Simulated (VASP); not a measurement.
# BeAlS3 (P6/mmm) in VASP: a series of runs, part 2 of 2

VASP 6.6.1.

## Step 3: Single point, PBE

This run uses another cell than the first one, of 20.74 Å³/atom.

Input file INCAR:

```
PREC = Accurate
ENCUT = 520
EDIFF = 1E-6
ISMEAR = 0
SIGMA = 0.1
LREAL = False
LASPH = True
NELM = 80
ALGO = Normal
ISIF = 2
LWAVE = False
LCHARG = False
GGA = PE
NBANDS = 20
```

Input file KPOINTS:

```
Automatic mesh
0
Gamma
  12 12 8
```

Input file POSCAR:

```
BeAlS3
1.0
    5.0957836878      0.0000000000      0.0000000000
   -2.5478918439      4.4130781258      0.0000000000
    0.0000000000      0.0000000000      4.6122315951
Be Al S
1 1 3
Direct
    0.0000000000      0.0000000000      0.5000000000
    0.0000000000      0.0000000000      0.0000000000
    0.5000000000      0.0000000000      0.5000000000
    0.0000000000      0.5000000000      0.5000000000
    0.5000000000      0.5000000000      0.5000000000
```

Potentials or basis: VASP PAW PBE potentials, release 64 (Be, Al, S).

On the command line:

```console
$ cat potpaw_PBE.64/Be/POTCAR potpaw_PBE.64/Al/POTCAR potpaw_PBE.64/S/POTCAR > POTCAR
$ mpirun -np 1 vasp_std > vasp.out
```

OUTCAR:

```text
PREC = Accurate
   ENCUT = 520
   EDIFF = 1E-6
   ISMEAR = 0
   LREAL = False
   LASPH = True
   NELM = 80
   ISIF = 2
   GGA = PE

 ion  position               nearest neighbor table
   1  0.000  0.000  0.500-   2 2.31   2 2.31   5 2.55   4 2.55   4 2.55   5 2.55   3 2.55   3 2.55

   2  0.000  0.000  0.000-   1 2.31   1 2.31
   3  0.500  0.000  0.500-   4 2.55   5 2.55   5 2.55   4 2.55   1 2.55   1 2.55
   4  0.000  0.500  0.500-   1 2.55   3 2.55   1 2.55   3 2.55   5 2.55   5 2.55
   5  0.500  0.500  0.500-   1 2.55   3 2.55   3 2.55   1 2.55   4 2.55   4 2.55

  LATTYP: Found a hexagonal cell.
 ALAT       =     5.0957836878
 C/A-ratio  =     0.9051074138

  Lattice vectors:

 A1 = (   5.0957836878,   0.0000000000,   0.0000000000)
 A2 = (  -2.5478918439,   4.4130781258,   0.0000000000)
 A3 = (   0.0000000000,   0.0000000000,   4.6122315951)

Analysis of symmetry for initial positions (statically):
=====================================================================
 Subroutine PRICEL returns:
 Original cell was already a primitive cell.

 Routine SETGRP: Setting up the symmetry group for a
 hexagonal supercell.

 Subroutine GETGRP returns: Found 24 space group operations
 (whereof 24 operations were pure point group operations)
 out of a pool of 24 trial point group operations.

The static configuration has the point symmetry D_6h.

Analysis of symmetry for dynamics (positions and initial velocities):
=====================================================================
 Subroutine PRICEL returns:
 Original cell was already a primitive cell.

 Routine SETGRP: Setting up the symmetry group for a
 hexagonal supercell.

 Subroutine GETGRP returns: Found 24 space group operations
 (whereof 24 operations were pure point group operations)
 out of a pool of 24 trial point group operations.

The dynamic configuration has the point symmetry D_6h.

 Subroutine INISYM returns: Found 24 space group operations
 (whereof 24 operations are pure point group operations),
 and found     1 'primitive' translations

----------------------------------------------------------------------------------------

                                     Primitive cell

  volume of cell :     103.7203

  direct lattice vectors                    reciprocal lattice vectors
     5.095783688  0.000000000  0.000000000     0.196240669  0.113299603  0.000000000
    -2.547891844  4.413078126  0.000000000     0.000000000  0.226599206  0.000000000
     0.000000000  0.000000000  4.612231595     0.000000000  0.000000000  0.216814785

  length of vectors
     5.095783688  5.095783688  4.612231595     0.226599206  0.226599206  0.216814785

  position of ions in fractional coordinates (direct lattice)
     0.000000000  0.000000000  0.500000000
     0.000000000  0.000000000  0.000000000
     0.500000000  0.000000000  0.500000000
     0.000000000  0.500000000  0.500000000
     0.500000000  0.500000000  0.500000000

  ion indices of the primitive-cell ions
   primitive index   ion index
                 1           1
                 2           2
                 3           3
                 4           4
                 5           5

----------------------------------------------------------------------------------------
[... 28 lines left out ...]
  0.083333  0.000000  0.000000      6.000000
  0.166667  0.000000  0.000000      6.000000
  0.250000  0.000000  0.000000      6.000000
  0.333333 -0.000000  0.000000      6.000000
  0.416667 -0.000000  0.000000      6.000000
[... 16 lines left out ...]
  0.250000  0.000000  0.125000     12.000000
  0.333333 -0.000000  0.125000     12.000000
 [... further k-points ...]
   k-points           NKPTS =     95   k-points in BZ     NKDIM =     95   number of bands    NBANDS=     20
   number of dos      NEDOS =    301   number of ions     NIONS =      5
   total plane-waves  NPLWV =  57600
   dimension x,y,z NGX =    40 NGY =   40 NGZ =   36
   dimension x,y,z NGXF=    80 NGYF=   80 NGZF=   72
   ions per type =               1   1   3
   NGX,Y,Z   is equivalent  to a cutoff of  13.05, 13.05, 12.98 a.u.
   NGXF,Y,Z  is equivalent  to a cutoff of  26.10, 26.10, 25.95 a.u.
 SYSTEM =  unknown system
   PREC   = accura    normal or accurate (medium, high low for compatibility)
   ISTART =      0    job   : 0-new  1-cont  2-samecut
   ICHARG =      2    charge: 1-file 2-atom 10-const
   ISPIN  =      1    spin polarized calculation?
   LNONCOLLINEAR =      F non collinear calculations
   LSORBIT =      F    spin-orbit coupling
   LASPH  =      T    aspherical Exc in radial PAW
   ENCUT  =  520.0 eV  38.22 Ry    6.18 a.u.   9.47  9.47  8.58*2*pi/ulx,y,z
   NELM   =     80;   NELMIN=  2; NELMDL= -5     # of ELM steps
   EDIFF  = 0.1E-05   stopping-criterion for ELM
   LREAL  =      F    real-space projection
   EDIFFG = 0.1E-04   stopping-criterion for IOM
   NSW    =      0    number of steps for IOM
   IBRION =     -1    ionic relax: 0-MD 1-quasi-New 2-CG
   NFREE  =      0    steps in history (QN), initial steepest desc. (CG)
   ISIF   =      2    stress and relaxation
   ISYM   =      2    0-nonsym 1-usesym 2-fastsym
   POTIM  = 0.5000    time-step for ionic-motion
   TEBEG  =    0.0;   TEEND  =   0.0 temperature during run
   PSTRESS=    0.0 pullay stress
   NELECT =      23.0000    total number of electrons
   NUPDOWN=      -1.0000    fix difference up-down
   EMIN   =  10.00;   EMAX   =-10.00  energy-range for DOS
   EFERMI =   0.00;   METHOD = LEGACY
   ISMEAR =     0;   SIGMA  =   0.10  broadening in eV -4-tet -1-fermi 0-gaus
   EFERMI_NEDOS =   21; number of points for ismear=-14 and -15
   IALGO  =     38    algorithm
   IMIX   =      4    mixing-type and parameters
     AMIX     =   0.40;   BMIX     =  1.00
     AMIX_MAG =   1.60;   BMIX_MAG =  1.00
  volume/ion in A,a.u.               =      20.74       139.99
  Fermi-wavevector in a.u.,A,eV,Ry     =   0.990899  1.872528 13.359309  0.981882
  Thomas-Fermi vector in A             =   2.122602
   LORBIT       =      0    0 simple, 1 ext, 2 COOP (PROOUT), +10 PAW based schemes
   GGA     = PE    functional components
   LHFCALC =     F    Hartree Fock is set to
   AEXX    =    0.0000 exact exchange contribution
   IVDW    =     0    specifies the selected vdW correction
   LEPSILON=     F    determine dielectric tensor
   LRPA    =     F    only Hartree local field effects (RPA)
 non-spin polarized calculation
 Gauss-broadening in eV      SIGMA  =   0.10
  energy-cutoff  :      520.00
  volume of cell :      103.72
 maximum number of plane-waves:      2832
 NGX is ok and might be reduce to    40
   NGX = 19   NGY = 19   NGZ = 17

 number of electron      22.9999997 magnetization

 Free energy of the ion-electron system (eV)
  ---------------------------------------------------
  ext. energy  EPLUGINS =         0.00000000
  ---------------------------------------------------
  free energy    TOTEN  =       -16.52271824 eV

  energy without entropy =      -16.50417995  energy(sigma->0) =      -16.51344910

 E-fermi :   3.9961     XC(G=0):  -8.8573

 val. band max:        3.9861188170   @ k =   0.0833   0.0833   0.1250
 cond. band min:       4.0064439421   @ k =   0.3333   0.1667   0.1250
 fundamental gap:      0.0203251251
 Fermi energy:         3.9961251696

 k-point     1 :       0.0000    0.0000    0.0000
  band No.  band energies     occupation
      1     -11.4937      2.00000
      2      -7.0158      2.00000
      3      -7.0158      2.00000
      4      -3.3540      2.00000
      5      -2.0459      2.00000
      6      -2.0459      2.00000
[... 541 lines left out ...]
     19      10.5901      0.00000
     20      11.0099      0.00000

 [... further k-points ...]

------------------------ aborting loop because EDIFF is reached ----------------------------------------

  FORCE on cell =-STRESS in cart. coord.  units (eV):
  Direction    XX          YY          ZZ          XY          YZ          ZX
  --------------------------------------------------------------------------------------
  -------------------------------------------------------------------------------------
  Total       -0.0626659     -0.0626659     -0.0113369      0.0000000      0.0000000      0.0000000
  in kB       -0.9680065     -0.9680065     -0.1751218      0.0000000      0.0000000      0.0000000
  external PRESSURE =      -0.7037116 kB  Pullay stress =       0.0000000 kB

 VOLUME and BASIS-vectors are now :
 -----------------------------------------------------------------------------
  energy-cutoff  :      520.00
  volume of cell :      103.72
      direct lattice vectors                 reciprocal lattice vectors
     5.095783688  0.000000000  0.000000000     0.196240669  0.113299603  0.000000000
    -2.547891844  4.413078126  0.000000000     0.000000000  0.226599206  0.000000000
     0.000000000  0.000000000  4.612231595     0.000000000  0.000000000  0.216814785

 POSITION                                       TOTAL-FORCE (eV/Angst)
 -----------------------------------------------------------------------------------
      0.00000      0.00000      2.30612        -0.000000      0.000000      0.000000
      0.00000      0.00000      0.00000        -0.000000      0.000000      0.000000
      2.54789      0.00000      2.30612        -0.000000      0.000000      0.000000
     -1.27395      2.20654      2.30612        -0.000000      0.000000      0.000000
      1.27395      2.20654      2.30612         0.000000      0.000000      0.000000
 -----------------------------------------------------------------------------------
    total drift:                               -0.000000      0.000000     -0.000000

  FREE ENERGIE OF THE ION-ELECTRON SYSTEM (eV)
  ---------------------------------------------------
  free  energy   TOTEN  =       -16.5227182415 eV

  energy  without entropy=      -16.5041799510  energy(sigma->0) =      -16.51344910
```

Wall time 1.9 min (1 thread of AMD EPYC 7R13 (Zen 3), shared host); peak memory 0.31 GiB.

Results:

```yaml
Free_energy: -16.5227 eV
Pressure: -0.1 GPa
Band_gap_on_the_k_mesh: zero (an odd number of electrons rules out a gap without spin polarisation)
```
